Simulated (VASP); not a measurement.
# SiC in VASP: notebook

SiC is run at these levels: PBE; tasks: single point, relaxation of cell and atoms.

Everything below comes from runs of VASP 6.6.1. Logs are shortened: lines on timing, memory, paths and dates and some standing lists are left out, and cuts for length are marked.

## (1) The cell of the first run

It takes space group F-43m (No. 216, cubic). Conventional cell: a = 4.380 Å, b = 4.380 Å, c = 4.380 Å, α = 90.00°, β = 90.00°, γ = 90.00°. Within 2.5 Å of Si (site symmetry -43m) lie 4 C at 1.90 Å. Within 2.5 Å of C (site symmetry -43m) lie 4 Si at 1.90 Å.

## (2) Single point, PBE

File INCAR:

```
ALGO     = Normal         # electronic algorithm
EDIFF    = 1E-7           # SCF threshold, eV
ENCUT    = 520            # plane-wave cutoff, eV
GGA      = PE             # functional
ISIF     = 2              # what is computed and relaxed
ISMEAR   = 0              # smearing method
LASPH    = T              # aspherical terms in the spheres
LCHARG   = F              # write CHGCAR
LREAL    = F              # projectors in reciprocal space
LWAVE    = F              # write WAVECAR
NBANDS   = 11             # bands
NELM     = 100            # most SCF steps
PREC     = Accurate       # precision mode
SIGMA    = 0.02           # smearing width, eV
```

File KPOINTS:

```
k-points
0
Gamma
  10 10 10
```

File POSCAR:

```
SiC
1.0
    0.0000000000      2.1898618285      2.1898618285
    2.1898618285      0.0000000000      2.1898618285
    2.1898618285      2.1898618285      0.0000000000
Si C
1 1
Direct
    0.5000000000      0.5000000000      0.5000000000
    0.2500000000      0.2500000000      0.2500000000
```

Potentials or basis: VASP PAW PBE potentials, release 64 (Si, C).

On the command line:

```bash
$ cat potpaw_PBE.64/Si/POTCAR potpaw_PBE.64/C/POTCAR > POTCAR
$ mpirun -np 1 vasp_std > vasp.out
```

OUTCAR:

```text
EDIFF = 1E-7
   ENCUT = 520
   GGA = PE
   ISIF = 2
   ISMEAR = 0
   LASPH = T
   LREAL = F
   NELM = 100
   PREC = Accurate

 ion  position               nearest neighbor table
   1  0.500  0.500  0.500-   2 1.90   2 1.90   2 1.90   2 1.90
   2  0.250  0.250  0.250-   1 1.90   1 1.90   1 1.90   1 1.90

  LATTYP: Found a face centered cubic cell.
 ALAT       =     4.3797236570

  Lattice vectors:

 A1 = (   0.0000000000,   2.1898618285,   2.1898618285)
 A2 = (   2.1898618285,   0.0000000000,   2.1898618285)
 A3 = (   2.1898618285,   2.1898618285,   0.0000000000)

Analysis of symmetry for initial positions (statically):
=====================================================================
 Subroutine PRICEL returns:
 Original cell was already a primitive cell.

 Routine SETGRP: Setting up the symmetry group for a
 face centered cubic supercell.

 Subroutine GETGRP returns: Found 24 space group operations
 (whereof 24 operations were pure point group operations)
 out of a pool of 48 trial point group operations.

The static configuration has the point symmetry T_d .

Analysis of symmetry for dynamics (positions and initial velocities):
=====================================================================
 Subroutine PRICEL returns:
 Original cell was already a primitive cell.

 Routine SETGRP: Setting up the symmetry group for a
 face centered cubic supercell.

 Subroutine GETGRP returns: Found 24 space group operations
 (whereof 24 operations were pure point group operations)
 out of a pool of 48 trial point group operations.

The dynamic configuration has the point symmetry T_d .

 Subroutine INISYM returns: Found 24 space group operations
 (whereof 24 operations are pure point group operations),
 and found     1 'primitive' translations

----------------------------------------------------------------------------------------

                                     Primitive cell

  volume of cell :      21.0029

  direct lattice vectors                    reciprocal lattice vectors
     0.000000000  2.189861829  2.189861829    -0.228324908  0.228324908  0.228324908
     2.189861829  0.000000000  2.189861829     0.228324908 -0.228324908  0.228324908
     2.189861829  2.189861829  0.000000000     0.228324908  0.228324908 -0.228324908

  length of vectors
     3.096932298  3.096932298  3.096932298     0.395470341  0.395470341  0.395470341

  position of ions in fractional coordinates (direct lattice)
     0.500000000  0.500000000  0.500000000
     0.250000000  0.250000000  0.250000000

[... 79 lines left out ...]
   NSW    =      0    number of steps for IOM
   IBRION =     -1    ionic relax: 0-MD 1-quasi-New 2-CG
   NFREE  =      0    steps in history (QN), initial steepest desc. (CG)
   ISIF   =      2    stress and relaxation
   ISYM   =      2    0-nonsym 1-usesym 2-fastsym
   POTIM  = 0.5000    time-step for ionic-motion
   TEBEG  =    0.0;   TEEND  =   0.0 temperature during run
   PSTRESS=    0.0 pullay stress
   NELECT =       8.0000    total number of electrons
   NUPDOWN=      -1.0000    fix difference up-down
   EMIN   =  10.00;   EMAX   =-10.00  energy-range for DOS
   EFERMI =   0.00;   METHOD = LEGACY
   ISMEAR =     0;   SIGMA  =   0.02  broadening in eV -4-tet -1-fermi 0-gaus
   EFERMI_NEDOS =   21; number of points for ismear=-14 and -15
   IALGO  =     38    algorithm
   IMIX   =      4    mixing-type and parameters
     AMIX     =   0.40;   BMIX     =  1.00
     AMIX_MAG =   1.60;   BMIX_MAG =  1.00
  volume/ion in A,a.u.               =      10.50        70.87
  Fermi-wavevector in a.u.,A,eV,Ry     =   1.186710  2.242558 19.160837  1.408282
  Thomas-Fermi vector in A             =   2.322877
   LORBIT       =      0    0 simple, 1 ext, 2 COOP (PROOUT), +10 PAW based schemes
   GGA     = PE    functional components
   LHFCALC =     F    Hartree Fock is set to
   AEXX    =    0.0000 exact exchange contribution
   IVDW    =     0    specifies the selected vdW correction
   LEPSILON=     F    determine dielectric tensor
   LRPA    =     F    only Hartree local field effects (RPA)
 non-spin polarized calculation
 Gauss-broadening in eV      SIGMA  =   0.02
  energy-cutoff  :      520.00
  volume of cell :       21.00
 maximum number of plane-waves:       588
   NGX = 11   NGY = 11   NGZ = 11

 number of electron       8.0000001 magnetization

 Free energy of the ion-electron system (eV)
  ---------------------------------------------------
  ext. energy  EPLUGINS =         0.00000000
  ---------------------------------------------------
  free energy    TOTEN  =       -15.06083297 eV

  energy without entropy =      -15.06083297  energy(sigma->0) =      -15.06083297

 E-fermi :   8.0363     XC(G=0): -11.2911

 val. band max:        7.9404295491   @ k =   0.0000   0.0000   0.0000
 cond. band min:       9.3110893993   @ k =   0.5000   0.5000   0.0000
 fundamental gap:      1.3706598502
 Fermi energy:         8.0362896480

 k-point     1 :       0.0000    0.0000    0.0000
  band No.  band energies     occupation
      1      -7.3462      2.00000
      2       7.9404      2.00000
      3       7.9404      2.00000
      4       7.9404      2.00000
      5      13.9997      0.00000
      6      15.1449      0.00000
      7      15.1449      0.00000
      8      15.1449      0.00000
      9      22.3601      0.00000
     10      22.3601      0.00000
     11      24.1908      0.00000
[... 309 lines left out ...]
 k-point    24 :       0.4000    0.3000    0.0000
  band No.  band energies     occupation
      1      -4.2446      2.00000
      2       2.3770      2.00000
      3       4.8191      2.00000
      4       5.3393      2.00000
      5      10.7989      0.00000
      6      13.5031      0.00000
      7      19.4031      0.00000
      8      19.7316      0.00000
      9      21.5349      0.00000
     10      25.8803      0.00000
     11      28.9682      0.00000

 [... further k-points ...]
[... 5 lines left out ...]
  --------------------------------------------------------------------------------------
  -------------------------------------------------------------------------------------
  Total       -0.0063004     -0.0063004     -0.0063004      0.0000000     -0.0000000      0.0000000
  in kB       -0.4806171     -0.4806171     -0.4806171      0.0000000     -0.0000000      0.0000000
  external PRESSURE =      -0.4806171 kB  Pullay stress =       0.0000000 kB

 VOLUME and BASIS-vectors are now :
 -----------------------------------------------------------------------------
  energy-cutoff  :      520.00
  volume of cell :       21.00
      direct lattice vectors                 reciprocal lattice vectors
     0.000000000  2.189861829  2.189861829    -0.228324908  0.228324908  0.228324908
     2.189861829  0.000000000  2.189861829     0.228324908 -0.228324908  0.228324908
     2.189861829  2.189861829  0.000000000     0.228324908  0.228324908 -0.228324908

 POSITION                                       TOTAL-FORCE (eV/Angst)
 -----------------------------------------------------------------------------------
      2.18986      2.18986      2.18986         0.000000      0.000000      0.000000
      1.09493      1.09493      1.09493        -0.000000     -0.000000     -0.000000
 -----------------------------------------------------------------------------------
    total drift:                               -0.000000     -0.000000     -0.000000

  FREE ENERGIE OF THE ION-ELECTRON SYSTEM (eV)
  ---------------------------------------------------
  free  energy   TOTEN  =       -15.0608329680 eV

  energy  without entropy=      -15.0608329680  energy(sigma->0) =      -15.06083297
```

OSZICAR:

```text
N       E                     dE             d eps       ncg     rms          rms(c)
DAV:   1     0.469045852261E+01    0.46905E+01   -0.39127E+03  1042   0.634E+02
DAV:   2    -0.162564995117E+02   -0.20947E+02   -0.19937E+02  1355   0.110E+02
DAV:   3    -0.168721217997E+02   -0.61562E+00   -0.61475E+00  1273   0.161E+01
DAV:   4    -0.168746296171E+02   -0.25078E-02   -0.25076E-02  1194   0.129E+00
DAV:   5    -0.168746419320E+02   -0.12315E-04   -0.12315E-04  1274   0.826E-02    0.866E+00
DAV:   6    -0.151131230455E+02    0.17615E+01   -0.64678E+00  1151   0.113E+01    0.383E+00
DAV:   7    -0.150682275602E+02    0.44895E-01   -0.36714E-01  1232   0.348E+00    0.176E+00
DAV:   8    -0.150606151812E+02    0.76124E-02   -0.20064E-02  1175   0.942E-01    0.172E-01
DAV:   9    -0.150607167320E+02   -0.10155E-03   -0.16787E-03  1293   0.232E-01    0.113E-01
DAV:  10    -0.150608302419E+02   -0.11351E-03   -0.24966E-04  1163   0.952E-02    0.265E-02
DAV:  11    -0.150608325199E+02   -0.22780E-05   -0.45331E-05  1241   0.346E-02    0.702E-03
DAV:  12    -0.150608329456E+02   -0.42565E-06   -0.21381E-06  1187   0.865E-03    0.115E-03
DAV:  13    -0.150608329680E+02   -0.22461E-07   -0.11211E-07  1134   0.221E-03
   1 F= -.15060833E+02 E0= -.15060833E+02  d E =-.356858E-14
```

It used 9.7 s of CPU time on 1 thread of Intel(R) Xeon(R) Platinum 8259CL CPU @ 2.50GHz (Skylake/Cascade Lake), with other jobs on the host.

Results:

- Free energy: -15.0608 eV
- Pressure: 0.0 GPa
- Band gap on the k mesh: 1.37 eV, indirect (least direct gap 4.53 eV)

Levels at points of the mesh, in eV from the valence-band top:
```
           k point  band 1  band 2  band 3  band 4  band 5  band 6  band 7  band 8  band 9
(0.00, 0.00, 0.00)  -15.29    0.00    0.00    0.00    6.06    7.20    7.20    7.20   14.42
(0.50, 0.00, 0.00)  -11.78   -8.45   -1.05   -1.05    5.30    7.17    7.17    9.97   16.02
(0.50, 0.50, 0.00)  -10.34   -7.75   -3.16   -3.16    1.37    4.27   13.86   13.86   14.59
```

A k mesh can miss the band edges. As with any semilocal functional, this PBE gap is likely too small.

[end of part 1 of 3]
